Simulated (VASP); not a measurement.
CdSe (Cadmoselite):

```xyz
4
Lattice="4.3843 0.0000 0.0000 -2.1922 3.7969 0.0000 0.0000 0.0000 7.1577" Properties=species:S:1:pos:R:3 pbc="T T T"
Cd    2.1922    1.2656    3.5788
Cd    0.0000    2.5313    0.0000
Se    2.1922    1.2656    6.3345
Se    0.0000    2.5313    2.7557
```

Base run:

- Program: VASP 6.6.1
- Functional: r2SCAN
- Potentials or basis: VASP PAW PBE potentials, release 64 (Cd, Se)
- Cutoff: 520 eV
- k mesh: 7 × 7 × 4
- Occupations: fermi-dirac, width 0.05 eV
- Spin: no spin polarisation

Its results: band gap on the k mesh 1.04 eV, direct; pressure -1.2 GPa; largest force 0.228 eV/Å.

**Question.** The run is repeated on the same cell with these changes: functional from r2SCAN to BLYP. What comes out?

**Answer.** Band gap on the k mesh 0.52 eV, direct; pressure 3.0 GPa; largest force 0.259 eV/Å.

r2SCAN gives the wider gap, since meta-GGAs in the generalised Kohn-Sham scheme recover part of the derivative discontinuity.

Caveats: the PAW data sets were made with another functional, which shifts forces and pressure a little.

